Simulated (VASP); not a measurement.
Wanted: the native input for a VASP 6.6.1 run.

| Item | Value |
| --- | --- |
| Task | single point |
| Functional | r2SCAN |
| Potentials or basis | VASP PAW PBE potentials, release 64 (S, Cu, F) |
| Cutoff | 520 eV |
| k mesh | 4 × 4 × 4 |
| Occupations | methfessel-paxton, width 0.0418 eV |
| Spin | no spin polarisation |
| Dipole correction | no |
| Further INCAR settings | ALGO = Normal; EDIFF = 1e-06; NBANDS = 57 |

The system is CuSF4.

```
S Cu F
1.0
     0.00000    5.38458    0.00000
     5.38458    0.00000    0.00000
     2.69229    2.69229   -4.91879
S Cu F
2 2 8
Direct
  0.25000 0.25000 0.50000
  0.75000 0.75000 0.50000
  0.50000 0.00000 0.00000
  0.00000 0.50000 0.00000
  0.81530 0.31530 0.72267
  0.31530 0.46202 0.72267
  0.46202 0.96202 0.72267
  0.96202 0.81530 0.72267
  0.68470 0.53798 0.27733
  0.18470 0.68470 0.27733
  0.03798 0.18470 0.27733
  0.53798 0.03798 0.27733
```

One way to write it, as run:

POSCAR

```
CuSF4
1.0
    0.0000000000      5.3845826670     -0.0000002682
    5.3845826670      0.0000000000     -0.0000002682
    2.6922910884      2.6922910884     -4.9187858469
S Cu F
2 2 8
Direct
    0.2500000000      0.2500000000      0.5000000000
    0.7500000000      0.7500000000      0.5000000000
    0.5000000000      0.0000000000      0.0000000000
    0.0000000000      0.5000000000      0.0000000000
    0.8153023348      0.3153023348      0.7226741503
    0.3153023348      0.4620235149      0.7226741503
    0.4620235149      0.9620235149      0.7226741503
    0.9620235149      0.8153023348      0.7226741503
    0.6846976652      0.5379764851      0.2773258497
    0.1846976652      0.6846976652      0.2773258497
    0.0379764851      0.1846976652      0.2773258497
    0.5379764851      0.0379764851      0.2773258497
```

INCAR.step1

```
SYSTEM = CuSF4
  PREC = Accurate
  ENCUT = 520
  ISMEAR = 1
  SIGMA = 0.0418
  LREAL = .False.
  LASPH = .True.
  NELM = 60
  NBANDS = 57
  GGA = PE
  ALGO = Normal
  EDIFF = 1E-4
  LWAVE = .True.
  LCHARG = .False.
```

INCAR.step2

```
SYSTEM = CuSF4
  PREC = Accurate
  ENCUT = 520
  EDIFF = 1E-6
  ISMEAR = 1
  SIGMA = 0.0418
  LREAL = .False.
  LASPH = .True.
  NELM = 60
  ALGO = Normal
  ISIF = 2
  LWAVE = .False.
  LCHARG = .True.
  METAGGA = R2SCAN
  LMIXTAU = .True.
  LELF = .True.
  LVHAR = .True.
  NBANDS = 57
  ISTART = 1
```

KPOINTS

```
regular mesh
0
Gamma
  4 4 4
  0 0 0
```

Potentials or basis: VASP PAW PBE potentials, release 64 (S, Cu, F).

Launch:

```console
$ cat potpaw_PBE.64/S/POTCAR potpaw_PBE.64/Cu/POTCAR potpaw_PBE.64/F/POTCAR > POTCAR
$ cp INCAR.step1 INCAR
$ mpirun -np 1 vasp_std > vasp.out
$ cp INCAR.step2 INCAR
$ mpirun -np 1 vasp_std > vasp.out
```

Results of the run:

* Pressure: -0.1 GPa
* Largest force: 0.120 eV/Å
* Band gap on the k mesh: zero (bands 45 and 46 overlap by 0.13 eV)

Caveat: the PAW data sets were made with another functional, which shifts forces and pressure a little.

Wall time 8.9 min on 1 thread of Intel(R) Xeon(R) Platinum 8488C (Sapphire Rapids) (shared host), peak memory 0.33 GiB.
